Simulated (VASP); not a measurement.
Pt, 1 atom in the cell. The structure is cubic, space group Fm-3m (No. 225). Conventional cell: a = 3.782 Å, b = 3.782 Å, c = 3.782 Å, α = 90.00°, β = 90.00°, γ = 90.00°. Within 3.5 Å of Pt (site symmetry m-3m) lie 12 Pt at 2.67 Å.  This cell differs from its parent crystal: Hf replaced by Pt, lengths x 0.866, strained.

```yaml
Program: VASP 6.6.1
Task: single point
Functional: PBEsol
Potentials_or_basis: VASP PAW PBE potentials, release 64 (Pt)
Cutoff: 520 eV
k_mesh: 18 × 18 × 18
Occupations: gaussian, width 0.1 eV
Spin: no spin polarisation
Dipole_correction: no
Further_INCAR_settings: ALGO = Normal; EDIFF = 1e-06; NBANDS = 11
```

Potentials or basis: VASP PAW PBE potentials, release 64 (Pt).

Command:

```console
$ cat potpaw_PBE.64/Pt/POTCAR > POTCAR
$ mpirun -np 1 vasp_std > vasp.out
```

Hardware: 1 thread of Intel(R) Xeon(R) Platinum 8488C (Sapphire Rapids), with other jobs on the host.

Q: How long does it take, and how much memory?

A: It took 13 s on 1 thread of Intel(R) Xeon(R) Platinum 8488C (Sapphire Rapids) (shared host), peak memory 0.15 GiB. Counts: scf iterations 11, k points 195.
